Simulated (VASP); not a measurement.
Cl: relaxation of cell and atoms with PBE

Crystal: Cl.

```
Cl
1.0
     2.89360   -1.85303    0.00000
     2.89360    1.85303    0.00000
     0.00000    0.00000    7.59107
Cl
4
Direct
  0.13682 0.86318 0.11239
  0.63682 0.36318 0.38761
  0.86318 0.13682 0.88761
  0.36318 0.63682 0.61239
```

```
Program                : VASP 6.6.1
Task                   : relaxation of cell and atoms
Functional             : PBE
Potentials or basis    : VASP PAW PBE potentials, release 64 (Cl)
Cutoff                 : 600 eV
k mesh                 : 10 × 10 × 4
Occupations            : gaussian, width 0.02 eV
Spin                   : no spin polarisation
Target pressure        : 10 GPa
Dipole correction      : no
Further INCAR settings : ALGO = Normal; EDIFF = 1e-07; IBRION = 2; EDIFFG = -0.008; NSW = 70; ISIF = 3
```

| Property | Result |
| --- | --- |
| Relaxed volume | 19.47 Å³/atom |
| Relaxed cell | a = 3.341 Å, b = 3.341 Å, c = 7.638 Å, α = 90.00°, β = 90.00°, γ = 65.99° |
| Space group after relaxing (to 0.1 Å) | Cmce (No. 64) |
| Energy change on relaxing (the run minimises the enthalpy) | +40.8 meV/atom |
| Ionic steps | 11 |
| Pressure after relaxing | 10.0 GPa |
| Band gap on the k mesh | 2.06 eV (least direct gap 2.19 eV) |

The path:
| step | energy change (eV) | largest force (eV/Å) | pressure (GPa) | volume (Å³) |
| --- | --- | --- | --- | --- |
| 1 | 0.0000 | 0.5977 | 9.91 | 81.41 |
| 2 | -0.0030 | 0.4768 | 6.65 | 81.24 |
| 3 | -0.0274 | 0.0868 | 7.97 | 81.32 |
| 4 | 0.1234 | 0.0803 | 9.62 | 78.56 |
| 5 | 0.1613 | 0.0791 | 10.03 | 77.94 |
| 6 | 0.1597 | 0.0421 | 10.07 | 77.95 |
| 7 | 0.1587 | 0.0387 | 10.11 | 77.96 |
| 8 | 0.1482 | 0.0283 | 9.76 | 78.12 |
| 9 | 0.1537 | 0.0114 | 9.94 | 78.03 |
| 10 | 0.1568 | 0.0077 | 9.97 | 77.98 |
| 11 | 0.1630 | 0.0018 | 10.03 | 77.88 |

Final structure:
```yaml
crystal:
  lattice:
    - [2.80220, -1.81944, 0.00000]
    - [2.80220, 1.81944, 0.00000]
    - [0.00000, 0.00000, 7.63796]
  atoms:
    - { symbol: Cl, position: [0.14366, 0.85634, 0.11366] }
    - { symbol: Cl, position: [0.64366, 0.35634, 0.38634] }
    - { symbol: Cl, position: [0.85634, 0.14366, 0.88634] }
    - { symbol: Cl, position: [0.35634, 0.64366, 0.61366] }
```

Levels at points of the mesh, in eV from the valence-band top:
```tsv
k point	band 12	band 13	band 14	band 15	band 16	band 17
(0.00, 0.00, 0.00)	-0.84	-0.10	0.00	2.19	3.23	7.48
(0.50, 0.00, 0.00)	-1.81	-0.59	-0.59	3.17	3.17	7.66
(0.50, 0.50, 0.00)	-1.90	-1.06	-0.59	2.06	2.75	7.20
(0.00, 0.00, 0.50)	-1.44	-0.05	-0.05	2.57	2.57	8.12
(0.50, 0.00, 0.50)	-1.16	-0.02	-0.02	2.42	2.42	8.18
(0.50, 0.50, 0.50)	-1.76	-1.65	-1.65	2.22	2.22	8.53
```

Wall time 5.6 min on 1 thread of Intel(R) Xeon(R) 6975P-C (Granite Rapids), on a shared host, peak memory 0.28 GiB.

Caveat: the cell is relaxed towards a set pressure, so the run minimises the enthalpy, not the energy; this functional lacks dispersion, which holds the molecules together, so the pressure and a relaxed volume are unreliable. A k mesh can miss the band edges.
